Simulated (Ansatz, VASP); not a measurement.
## One calculation of Cu, two programs

```xyz
2
Lattice="2.4576 0.0000 0.0000 -1.2288 2.1283 0.0000 0.0000 0.0000 4.3223" Properties=species:S:1:pos:R:3 pbc="T T T"
Cu    0.0000    1.4189    1.0806
Cu    1.2288    0.7094    3.2418
```

Change from the starting cell: strain -0.025 along x and y, +0.050 along z, atoms carried along.

Alike in both runs: task single point; functional PBEsol; k mesh 30 × 30 × 14; occupations gaussian, width 0.15 eV; no spin polarisation.

|  | VASP | Ansatz |
| --- | --- | --- |
| version | VASP 6.6.1 | Ansatz 0.2.0 |
| potentials or method | VASP PAW PBE potentials, release 64 (Cu), cutoff 520 eV | scalar-relativistic, plane waves, PAW |
| valence electrons in the cell | 22 | 38 |

|  | VASP | Ansatz | Ansatz less VASP |
| --- | --- | --- | --- |
| gap on the k mesh at the Fermi level (eV) | none | none | - |
| pressure (GPa) | 1.9 | 1.3 | -0.55 |
| traceless stress, the component that is largest in VASP (GPa) | -9.46 | -9.42 | +0.039 |

VASP's potentials were made for PBE, not for PBEsol. A gap of «none» marks a metal or a gap that the smearing closes. VASP's potentials hold 22 valence electrons a cell and Ansatz's 38, so a difference there can come from the potentials and not from the codes.
